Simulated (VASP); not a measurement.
H24C7SO7: single point with PBE+D3(BJ)

The system is H24C7SO7.

```
O C S H
1.0
     8.57489    0.00000    0.00000
     0.00000    8.57489    0.00000
     0.00000    0.00000    8.57489
O C S H
7 7 1 24
Direct
  0.26496 0.05723 0.24509
  0.94345 0.62148 0.95886
  0.84385 0.44251 0.54639
  0.29824 0.60442 0.94668
  0.46576 0.44864 0.19147
  0.73151 0.59638 0.18679
  0.06657 0.33297 0.08773
  0.33062 0.99685 0.34689
  0.94151 0.75215 0.85678
  0.00451 0.42315 0.51819
  0.36635 0.75868 0.93374
  0.44031 0.43969 0.35672
  0.77153 0.75091 0.23507
  0.00248 0.22532 0.98315
  0.40771 0.90469 0.48011
  0.82514 0.74729 0.79729
  0.04678 0.58054 0.97028
  0.94190 0.86391 0.91723
  0.03694 0.74556 0.77219
  0.06394 0.44062 0.62723
  0.78478 0.44487 0.45011
  0.01669 0.30291 0.47027
  0.05407 0.49211 0.42150
  0.38915 0.77842 0.80759
  0.34746 0.56017 0.04584
  0.28978 0.84831 0.97981
  0.48620 0.75108 0.98358
  0.31113 0.44548 0.38391
  0.56961 0.48649 0.16740
  0.48536 0.33492 0.41580
  0.49779 0.54035 0.40140
  0.66688 0.80189 0.28388
  0.80485 0.57361 0.09620
  0.87029 0.76119 0.31962
  0.81072 0.82056 0.13523
  0.87893 0.24264 0.96560
  0.16965 0.35024 0.04149
  0.06011 0.23406 0.87066
  0.01362 0.10461 0.02489
```

```yaml
Program: VASP 6.6.1
Task: single point
Functional: PBE
Dispersion: D3(BJ)
Potentials_or_basis: VASP PAW PBE potentials, release 64 (O_h, C_h, S, H_h)
Cutoff: 1000 eV
k_mesh: 1 × 1 × 1
Occupations: fermi-dirac, width 0.05 eV
Spin: no spin polarisation
Dipole_correction: no
Further_INCAR_settings: LREAL = Auto; ALGO = Normal; EDIFF = 1e-06; NBANDS = 75
```

| Item | Value |
| --- | --- |
| Pressure | 0.3 GPa |
| Largest force | 2.213 eV/Å |
| Band gap on the k mesh | 3.80 eV |
| Dispersion energy per atom | -0.030 eV |

Forces in eV/Å, atoms in the order of the input:
```
O   -0.209  0.578 -0.612
O   -0.787  0.179  0.013
O   -0.801  0.779  0.507
O    0.458 -0.135  1.425
O   -1.751 -1.166 -0.312
O    1.296 -0.259 -0.713
O    0.951  0.654  0.012
C   -0.463 -0.155 -0.320
C   -1.170 -0.485 -0.551
C   -0.426 -1.404 -1.657
C    0.991 -1.358 -1.040
C   -0.901  0.033 -0.523
C    0.435  0.186 -0.102
C   -0.292 -0.989 -0.329
S    0.637 -0.433  0.939
H    0.745  0.016 -0.074
H    0.966 -0.150  0.130
H    0.373  0.317  0.388
H   -0.048  0.076 -0.118
H    0.475  0.032  0.453
H    0.252  0.031 -0.255
H    0.627  0.025  0.551
H   -0.151  0.617  0.281
H   -0.378  0.166  0.291
H   -0.576  0.151 -1.041
H    0.033  0.369  0.338
H   -0.561  0.570  0.273
H    0.985  0.047 -0.442
H    0.648  0.506  0.510
H    0.187 -0.164 -0.359
H    0.316  0.854  1.073
H   -0.253  0.329  0.294
H   -0.371  0.276  0.777
H   -0.462 -0.541 -0.041
H   -0.240  0.101 -0.145
H   -0.614  0.439 -0.021
H   -0.175  0.228  0.810
H    0.027 -0.103 -0.532
H    0.228 -0.218  0.120
```

Stress tensor (GPa, compression positive):
```
 0.00 -0.31  0.52
-0.31  0.69  0.30
 0.52  0.30  0.11
```

Levels at points of the mesh, in eV from the valence-band top:
| k point | band 48 | band 49 | band 50 | band 51 | band 52 | band 53 |
| --- | --- | --- | --- | --- | --- | --- |
| (0.00, 0.00, 0.00) | -0.40 | -0.30 | 0.00 | 3.80 | 3.87 | 4.42 |

It took 3.1 min on 1 thread of Intel(R) Xeon(R) Platinum 8488C (Sapphire Rapids) (shared host), peak memory 1.2 GiB.

Caveat: the k points lie up to 0.73 Å⁻¹ apart.
